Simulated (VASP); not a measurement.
# AlN (F-43m) in VASP: notebook

Runs on AlN. Level: LDA. Tasks: single point, relaxation of cell and atoms.

All numbers are computed with VASP 6.6.1; they aren't measurements. Logs are shortened: lines on timing, memory, paths and dates and some standing lists are left out, and cuts for length are marked.

### 1 The cell of the first run

The structure is cubic, space group F-43m (No. 216). Conventional cell: a = 4.342 Å, b = 4.342 Å, c = 4.342 Å, α = 90.00°, β = 90.00°, γ = 90.00°. Al (site symmetry -43m) has 4 N at 1.88 Å within 2.5 Å. Within 2.5 Å of N (site symmetry -43m) lie 4 Al at 1.88 Å.

### 2 Single point, LDA

Contents of INCAR:

```
PREC     = Accurate       # precision mode
ENCUT    = 600            # plane-wave cutoff, eV
EDIFF    = 1E-6           # SCF threshold, eV
ISMEAR   = 0              # smearing method
SIGMA    = 0.02           # smearing width, eV
LREAL    = F              # projectors in reciprocal space
LASPH    = T              # aspherical terms in the spheres
NELM     = 120            # most SCF steps
ALGO     = Normal         # electronic algorithm
ISIF     = 2              # what is computed and relaxed
LWAVE    = F              # write WAVECAR
LCHARG   = F              # write CHGCAR
NBANDS   = 11             # bands
GGA_COMPAT= F
```

Contents of KPOINTS:

```
Automatic mesh
0
Gamma
  10 10 10
```

Contents of POSCAR:

```
AlN
1.0
    0.0000000000      2.1711439613      2.1711439613
    2.1711439613      0.0000000000      2.1711439613
    2.1711439613      2.1711439613      0.0000000000
Al N
1 1
Direct
    0.0000000000      0.0000000000      0.0000000000
    0.2500000000      0.2500000000      0.2500000000
```

Potentials or basis: VASP PAW LDA potentials, release 64 (Al, N).

Command:

```bash
$ cat potpaw_LDA.64/Al/POTCAR potpaw_LDA.64/N/POTCAR > POTCAR
$ mpirun -np 1 vasp_std > vasp.out
```

OUTCAR:

```text
PREC = Accurate
   ENCUT = 600
   EDIFF = 1E-6
   ISMEAR = 0
   LREAL = F
   LASPH = T
   NELM = 120
   ISIF = 2

 ion  position               nearest neighbor table
   1  0.000  0.000  0.000-   2 1.88   2 1.88   2 1.88   2 1.88
   2  0.250  0.250  0.250-   1 1.88   1 1.88   1 1.88   1 1.88

  LATTYP: Found a face centered cubic cell.
 ALAT       =     4.3422879226

  Lattice vectors:

 A1 = (   0.0000000000,   2.1711439613,   2.1711439613)
 A2 = (   2.1711439613,   0.0000000000,   2.1711439613)
 A3 = (   2.1711439613,   2.1711439613,   0.0000000000)

Analysis of symmetry for initial positions (statically):
=====================================================================
 Subroutine PRICEL returns:
 Original cell was already a primitive cell.

 Routine SETGRP: Setting up the symmetry group for a
 face centered cubic supercell.

 Subroutine GETGRP returns: Found 24 space group operations
 (whereof 24 operations were pure point group operations)
 out of a pool of 48 trial point group operations.

The static configuration has the point symmetry T_d .

Analysis of symmetry for dynamics (positions and initial velocities):
=====================================================================
 Subroutine PRICEL returns:
 Original cell was already a primitive cell.

 Routine SETGRP: Setting up the symmetry group for a
 face centered cubic supercell.

 Subroutine GETGRP returns: Found 24 space group operations
 (whereof 24 operations were pure point group operations)
 out of a pool of 48 trial point group operations.

The dynamic configuration has the point symmetry T_d .

 Subroutine INISYM returns: Found 24 space group operations
 (whereof 24 operations are pure point group operations),
 and found     1 'primitive' translations

----------------------------------------------------------------------------------------

                                     Primitive cell

  volume of cell :      20.4690

  direct lattice vectors                    reciprocal lattice vectors
     0.000000000  2.171143961  2.171143961    -0.230293343  0.230293343  0.230293343
     2.171143961  0.000000000  2.171143961     0.230293343 -0.230293343  0.230293343
     2.171143961  2.171143961  0.000000000     0.230293343  0.230293343 -0.230293343

  length of vectors
     3.070461236  3.070461236  3.070461236     0.398879770  0.398879770  0.398879770

  position of ions in fractional coordinates (direct lattice)
     0.000000000  0.000000000  0.000000000
[... 80 lines left out ...]
   EDIFFG = 0.1E-04   stopping-criterion for IOM
   NSW    =      0    number of steps for IOM
   IBRION =     -1    ionic relax: 0-MD 1-quasi-New 2-CG
   NFREE  =      0    steps in history (QN), initial steepest desc. (CG)
   ISIF   =      2    stress and relaxation
   ISYM   =      2    0-nonsym 1-usesym 2-fastsym
   POTIM  = 0.5000    time-step for ionic-motion
   TEBEG  =    0.0;   TEEND  =   0.0 temperature during run
   PSTRESS=    0.0 pullay stress
   NELECT =       8.0000    total number of electrons
   NUPDOWN=      -1.0000    fix difference up-down
   EMIN   =  10.00;   EMAX   =-10.00  energy-range for DOS
   EFERMI =   0.00;   METHOD = LEGACY
   ISMEAR =     0;   SIGMA  =   0.02  broadening in eV -4-tet -1-fermi 0-gaus
   EFERMI_NEDOS =   21; number of points for ismear=-14 and -15
   IALGO  =     38    algorithm
   IMIX   =      4    mixing-type and parameters
     AMIX     =   0.40;   BMIX     =  1.00
     AMIX_MAG =   1.60;   BMIX_MAG =  1.00
  volume/ion in A,a.u.               =      10.23        69.07
  Fermi-wavevector in a.u.,A,eV,Ry     =   1.196941  2.261891 19.492640  1.432669
  Thomas-Fermi vector in A             =   2.332869
   LORBIT       =      0    0 simple, 1 ext, 2 COOP (PROOUT), +10 PAW based schemes
   GGA     = CA    functional components
   LHFCALC =     F    Hartree Fock is set to
   AEXX    =    0.0000 exact exchange contribution
   IVDW    =     0    specifies the selected vdW correction
   LEPSILON=     F    determine dielectric tensor
   LRPA    =     F    only Hartree local field effects (RPA)
 non-spin polarized calculation
 Gauss-broadening in eV      SIGMA  =   0.02
  energy-cutoff  :      600.00
  volume of cell :       20.47
 maximum number of plane-waves:       701
 NGX is ok and might be reduce to    28
   NGX = 13   NGY = 13   NGZ = 13

 number of electron       8.0000000 magnetization

 Free energy of the ion-electron system (eV)
  ---------------------------------------------------
  ext. energy  EPLUGINS =         0.00000000
  ---------------------------------------------------
  free energy    TOTEN  =       -16.37603140 eV

  energy without entropy =      -16.37603140  energy(sigma->0) =      -16.37603140

 E-fermi :   5.9602     XC(G=0): -11.3436

 val. band max:        5.8765448009   @ k =   0.0000   0.0000   0.0000
 cond. band min:       9.1074238933   @ k =   0.5000   0.5000   0.0000
 fundamental gap:      3.2308790925
 Fermi energy:         5.9601978165

 k-point     1 :       0.0000    0.0000    0.0000
  band No.  band energies     occupation
      1      -9.0509      2.00000
      2       5.8765      2.00000
      3       5.8765      2.00000
      4       5.8765      2.00000
      5      10.2700      0.00000
      6      18.3847      0.00000
      7      18.3847      0.00000
      8      18.3847      0.00000
      9      23.5407      0.00000
     10      23.5407      0.00000
     11      24.9597      0.00000
[... 309 lines left out ...]
 k-point    24 :       0.4000    0.3000    0.0000
  band No.  band energies     occupation
      1      -6.9333      2.00000
      2       1.6737      2.00000
      3       4.1343      2.00000
      4       4.4427      2.00000
      5      10.7390      0.00000
      6      15.3292      0.00000
      7      18.1859      0.00000
      8      20.4361      0.00000
      9      20.9518      0.00000
     10      27.1691      0.00000
     11      29.5805      0.00000

 [... further k-points ...]
[... 5 lines left out ...]
  --------------------------------------------------------------------------------------
  -------------------------------------------------------------------------------------
  Total        0.0692747      0.0692747      0.0692747     -0.0000000     -0.0000000      0.0000000
  in kB        5.4223751      5.4223751      5.4223751     -0.0000000     -0.0000000      0.0000000
  external PRESSURE =       5.4223751 kB  Pullay stress =       0.0000000 kB

 VOLUME and BASIS-vectors are now :
 -----------------------------------------------------------------------------
  energy-cutoff  :      600.00
  volume of cell :       20.47
      direct lattice vectors                 reciprocal lattice vectors
     0.000000000  2.171143961  2.171143961    -0.230293343  0.230293343  0.230293343
     2.171143961  0.000000000  2.171143961     0.230293343 -0.230293343  0.230293343
     2.171143961  2.171143961  0.000000000     0.230293343  0.230293343 -0.230293343

 POSITION                                       TOTAL-FORCE (eV/Angst)
 -----------------------------------------------------------------------------------
      0.00000      0.00000      0.00000        -0.000000     -0.000000     -0.000000
      1.08557      1.08557      1.08557         0.000000      0.000000      0.000000
 -----------------------------------------------------------------------------------
    total drift:                               -0.000000     -0.000000     -0.000000

  FREE ENERGIE OF THE ION-ELECTRON SYSTEM (eV)
  ---------------------------------------------------
  free  energy   TOTEN  =       -16.3760314022 eV

  energy  without entropy=      -16.3760314022  energy(sigma->0) =      -16.37603140
```

stdout:

```text
POSCAR found type information on POSCAR AlN
 POSCAR found :  2 types and       2 ions
 scaLAPACK will be used
 LDA part: xc-table for (Slater(with rela. corr.)+CA(PZ))
 , standard interpolation
 POSCAR, INCAR and KPOINTS ok, starting setup
 FFT: planning ... GRIDC
 FFT: planning ... GRID_SOFT
 FFT: planning ... GRID
 WAVECAR not read
 entering main loop
```

Run time: 8.5 s. Hardware: 1 thread of Intel Xeon 6975P-C (Granite Rapids), shared host; peak memory 0.13 GiB.

What came out:

| Property | Result |
| --- | --- |
| Free energy | -16.3760 eV |
| Pressure | 0.5 GPa |
| Band gap on the k mesh | 3.23 eV (least direct gap 4.39 eV) |

A k mesh can miss the band edges.

### 3 Single point, LDA

Contents of INCAR:

```
SYSTEM = AlN
  ALGO = Normal
  EDIFF = 1E-6
  ENCUT = 600
  GGA_COMPAT = .FALSE.
  ISIF = 2
  ISMEAR = 0
  LASPH = .TRUE.
  LCHARG = .TRUE.
  LELF = .TRUE.
  LREAL = .FALSE.
  LVHAR = .TRUE.
  LWAVE = .FALSE.
  NBANDS = 11
  NELM = 120
  PREC = Accurate
  SIGMA = 0.02
```

Contents of KPOINTS:

```
k-points
0
G
  10 10 10
  0 0 0
```

POSCAR is that of step 2.

Potentials or basis: VASP PAW LDA potentials, release 64 (Al, N).

Command:

```bash
$ cat potpaw_LDA.64/Al/POTCAR potpaw_LDA.64/N/POTCAR > POTCAR
$ mpirun -np 1 vasp_std > vasp.out
```

Wall time 9 s (1 thread of Intel Xeon 6975P-C (Granite Rapids), shared host); peak memory 0.13 GiB.

The run converged. Its results:

```yaml
Free_energy: -16.3760 eV
Pressure: 0.5 GPa
Band_gap_on_the_k_mesh: 3.23 eV (least direct gap 4.39 eV)
```

Levels at points of the mesh, in eV from the valence-band top:
```tsv
k point	band 2	band 3	band 4	band 5	band 6	band 7
(0.00, 0.00, 0.00)	0.00	0.00	0.00	4.39	12.51	12.51
(0.50, 0.00, 0.00)	-5.98	-0.49	-0.49	7.43	9.89	11.07
(0.50, 0.50, 0.00)	-5.01	-1.81	-1.81	3.23	8.52	13.99
```

A k mesh can miss the band edges.

### 4 Relaxation of cell and atoms, LDA

This run uses another cell than the first one, of 10.42 Å³/atom.

Contents of INCAR:

```
SYSTEM = AlN
PREC = Accurate ; ENCUT = 600
EDIFF = 1E-7 ; ISMEAR = 0
SIGMA = 0.02 ; LREAL = .False.
LASPH = .True. ; NELM = 120
ALGO = Normal ; ISIF = 3
LWAVE = .False. ; LCHARG = .False.
IBRION = 2 ; NSW = 100
EDIFFG = -0.002 ; GGA_COMPAT = .False.
NELMIN = 4
```

Contents of KPOINTS:

```
regular mesh
0
Gamma
  10 10 10
  0 0 0
```

Contents of POSCAR:

```
AlN
1.0
    0.0000000000      2.1839935600      2.1839935600
    2.1839935600      0.0000000000      2.1839935600
    2.1839935600      2.1839935600      0.0000000000
Al N
1 1
Direct
    0.0000000000      0.0000000000      0.0000000000
    0.2500000000      0.2500000000      0.2500000000
```

Command:

```bash
$ cat potpaw_LDA.64/Al/POTCAR potpaw_LDA.64/N/POTCAR > POTCAR
$ mpirun -np 1 vasp_std > vasp.out
```

Run time: 14 s. Hardware: 1 thread of Intel Xeon 6975P-C (Granite Rapids), shared host; peak memory 0.13 GiB.

Results (log left out):

| Quantity | Value |
| --- | --- |
| Free energy | -16.3765 eV |
| Relaxed volume | 10.26 Å³/atom |
| Relaxed cell | a = 3.073 Å, b = 3.073 Å, c = 3.073 Å, α = 60.00°, β = 60.00°, γ = 60.00° |
| Space group after relaxing (to 0.1 Å) | F-43m (No. 216) |
| Energy gained by relaxing | 1.5 meV/atom |
| Ionic steps | 3 |
| Pressure after relaxing | 0.0 GPa |
| Band gap on the k mesh | 3.23 eV (least direct gap 4.37 eV) |

Step by step:
| step | energy change (eV) | largest force (eV/Å) | pressure (GPa) | volume (Å³) |
| --- | --- | --- | --- | --- |
| 1 | 0.0000 | 0.0000 | -3.11 | 20.83 |
| 2 | -0.0003 | 0.0000 | 3.10 | 20.23 |
| 3 | -0.0031 | 0.0000 | -0.01 | 20.52 |

Final structure:
```xyz
2
Lattice="0.0000 2.1730 2.1730 2.1730 0.0000 2.1730 2.1730 2.1730 0.0000" Properties=species:S:1:pos:R:3 pbc="T T T"
Al    0.0000    0.0000    0.0000
N     1.0865    1.0865    1.0865
```

Levels at points of the mesh, in eV from the valence-band top:
| k point | band 1 | band 2 | band 3 | band 4 | band 5 | band 6 | band 7 | band 8 |
| --- | --- | --- | --- | --- | --- | --- | --- | --- |
| (0.00, 0.00, 0.00) | -14.91 | 0.00 | 0.00 | 0.00 | 4.37 | 12.48 | 12.48 | 12.48 |
| (0.50, 0.00, 0.00) | -12.75 | -5.97 | -0.49 | -0.49 | 7.41 | 9.87 | 11.06 | 11.06 |
| (0.50, 0.50, 0.00) | -12.07 | -5.00 | -1.81 | -1.81 | 3.23 | 8.50 | 13.96 | 15.68 |

A k mesh can miss the band edges.
